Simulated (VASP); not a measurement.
# GaN (F-43m) in VASP: notebook, part 3 of 3

VASP 6.6.1. Earlier steps stand in the parts before.

## (6) Vibrations by perturbation theory, PBEsol (phonons at volume x 1.02)

Input file INCAR:

```
  PREC = Accurate
  ENCUT = 520
  EDIFF = 1E-8
  ISMEAR = 0
  SIGMA = 0.01
  LREAL = F
  LASPH = T
  NELM = 60
  ALGO = Normal
  ISIF = 2
  LWAVE = F
  LCHARG = F
  GGA = PS
  IBRION = 8
  NSW = 1
  LEPSILON = T
```

Input file KPOINTS:

```
Automatic mesh
0
Gamma
  10 10 10
```

Input file POSCAR:

```
GaN
1.0
    0.0000000000      2.2639639564      2.2639639564
    2.2639639564      0.0000000000      2.2639639564
    2.2639639564      2.2639639564      0.0000000000
Ga N
1 1
Direct
    0.0000000000      0.0000000000      0.0000000000
    0.7500000000      0.7500000000      0.7500000000
```

Potentials or basis: VASP PAW PBE potentials, release 64 (Ga_d, N).

Started as:

```bash
cat potpaw_PBE.64/Ga_d/POTCAR potpaw_PBE.64/N/POTCAR > POTCAR
mpirun -np 1 vasp_std > vasp.out
```

OUTCAR:

```text
PREC = Accurate
   ENCUT = 520
   EDIFF = 1E-8
   ISMEAR = 0
   LREAL = F
   LASPH = T
   NELM = 60
   ISIF = 2
   GGA = PS
   IBRION = 8
   NSW = 1
   LEPSILON = T

 ion  position               nearest neighbor table
   1  0.000  0.000  0.000-   2 1.96   2 1.96   2 1.96   2 1.96
   2  0.750  0.750  0.750-   1 1.96   1 1.96   1 1.96   1 1.96

  LATTYP: Found a face centered cubic cell.
 ALAT       =     4.5279279128

  Lattice vectors:

 A1 = (   0.0000000000,   2.2639639564,   2.2639639564)
 A2 = (   2.2639639564,   0.0000000000,   2.2639639564)
 A3 = (   2.2639639564,   2.2639639564,   0.0000000000)

Analysis of symmetry for initial positions (statically):
=====================================================================
 Subroutine PRICEL returns:
 Original cell was already a primitive cell.

 Routine SETGRP: Setting up the symmetry group for a
 face centered cubic supercell.

 Subroutine GETGRP returns: Found 24 space group operations
 (whereof 24 operations were pure point group operations)
 out of a pool of 48 trial point group operations.

The static configuration has the point symmetry T_d .

Analysis of symmetry for dynamics (positions and initial velocities):
=====================================================================
 Subroutine PRICEL returns:
 Original cell was already a primitive cell.

 Routine SETGRP: Setting up the symmetry group for a
 face centered cubic supercell.

[... 641 lines left out ...]

 PIEZOELECTRIC TENSOR (including local field effects)  for field in x, y, z        (C/m^2)
          XX          YY          ZZ          XY          YZ          ZX
  --------------------------------------------------------------------------------
  x     0.00000     0.00000    -0.00000     0.00000     1.02269     0.00000
  y     0.00000    -0.00000     0.00000     0.00000     0.00000     1.02269
  z     0.00000    -0.00000    -0.00000     1.02269     0.00000     0.00000

 BORN EFFECTIVE CHARGES (including local field effects) (in |e|, cummulative output)
 ---------------------------------------------------------------------------------
 ion    1
    1     2.66339     0.00000     0.00000
    2    -0.00000     2.66339    -0.00000
    3    -0.00000    -0.00000     2.66339
 ion    2
    1    -2.66339     0.00000     0.00000
    2     0.00000    -2.66339     0.00000
    3     0.00000     0.00000    -2.66339

 INTERNAL STRAIN TENSOR FOR ION    2 for displacements in x,y,z  (eV/Angst):
          X           Y           Z          XY          YZ          ZX
  --------------------------------------------------------------------------------
  x     0.00000     0.00000     0.00000     0.00000     7.09842     0.00000
  y     0.00000     0.00000     0.00000     0.00000     0.00000     7.09842
  z     0.00000     0.00000     0.00000     7.09842     0.00000     0.00000

 SECOND DERIVATIVES (NOT SYMMETRIZED)
 ------------------------------------
               1X          1Y          1Z          2X          2Y          2Z
  1X   -11.423101    0.000000    0.000000   11.423101    0.000000    0.000000
  1Y     0.000000  -11.423101    0.000000    0.000000   11.423101    0.000000
  1Z     0.000000    0.000000  -11.423101    0.000000    0.000000   11.423101
  2X    11.474670    0.000000    0.000000  -11.474670    0.000000    0.000000
  2Y     0.000000   11.474670    0.000000    0.000000  -11.474670    0.000000
  2Z     0.000000    0.000000   11.474670    0.000000    0.000000  -11.474670

 Eigenvectors and eigenvalues of the dynamical matrix
 ----------------------------------------------------

   1 f  =   15.502979 THz    97.408087 2PiTHz  517.123701 cm-1    64.115139 meV
             X         Y         Z           dx          dy          dz
      0.000000  0.000000  0.000000     0.408169   -0.000000   -0.000000
      3.395946  3.395946  3.395946    -0.912906    0.000000    0.000000
[... 21 lines left out ...]
   6 f/i=    0.013010 THz     0.081744 2PiTHz    0.433963 cm-1     0.053805 meV
             X         Y         Z           dx          dy          dz
      0.000000  0.000000  0.000000     0.249884    0.728994   -0.489412
      3.395946  3.395946  3.395946     0.111725    0.325940   -0.218821

--------------------------------------------------------------------------------------------------------

 MACROSCOPIC STATIC DIELECTRIC TENSOR IONIC CONTRIBUTION
 ------------------------------------------------------
           4.830954    -0.000000     0.000000
          -0.000000     4.830954     0.000000
           0.000000     0.000000     4.830954
 ------------------------------------------------------

 ELASTIC MODULI CONTR FROM IONIC RELAXATION (kBar)
 Direction    XX          YY          ZZ          XY          YZ          ZX
 --------------------------------------------------------------------------------
 XX          -0.0000      0.0000     -0.0000     -0.0000     -0.0000      0.0000
 YY           0.0000     -0.0000      0.0000      0.0000      0.0000     -0.0000
 ZZ          -0.0000      0.0000     -0.0000     -0.0000     -0.0000      0.0000
 XY          -0.0000      0.0000     -0.0000   -279.1050     -0.0000      0.0000
 YZ          -0.0000      0.0000     -0.0000     -0.0000   -279.1050      0.0000
 ZX           0.0000     -0.0000      0.0000      0.0000      0.0000   -279.1050
 --------------------------------------------------------------------------------

 PIEZOELECTRIC TENSOR IONIC CONTR  for field in x, y, z        (C/m^2)
          XX          YY          ZZ          XY          YZ          ZX
  --------------------------------------------------------------------------------
  x    -0.00000     0.00000    -0.00000    -0.00000    -1.09263     0.00000
  y     0.00000    -0.00000     0.00000     0.00000     0.00000    -1.09263
  z    -0.00000    -0.00000    -0.00000    -1.09263    -0.00000    -0.00000
```

It took 2.3 min on 1 thread of Intel Xeon 6975P-C (Granite Rapids), shared host; peak memory 0.25 GiB.

What came out:

* Electronic dielectric tensor (diagonal): 6.20
* Born charges (mean of the diagonal): Ga +2.66; N -2.66 e
* Highest phonon frequency at Γ, LO-TO splitting left out: 517 cm⁻¹

Phonon frequencies in cm⁻¹ (negative: imaginary):
| q point | frequencies |
| --- | --- |
| (0.000, 0.000, 0.000) | 0 0 0 517 517 517 |

Electronic dielectric tensor:
```
6.20 0.00 0.00
0.00 6.20 0.00
0.00 0.00 6.20
```

Born effective charge tensors (e):
atom 1, Ga
```
2.66 0.00 0.00
0.00 2.66 0.00
0.00 0.00 2.66
```
atom 2, N
```
-2.66  0.00  0.00
 0.00 -2.66  0.00
 0.00  0.00 -2.66
```

Caveat: the cell differs from its parent crystal (phonons at volume x 1.02); the cell wasn't relaxed at this level first, which shifts response properties.
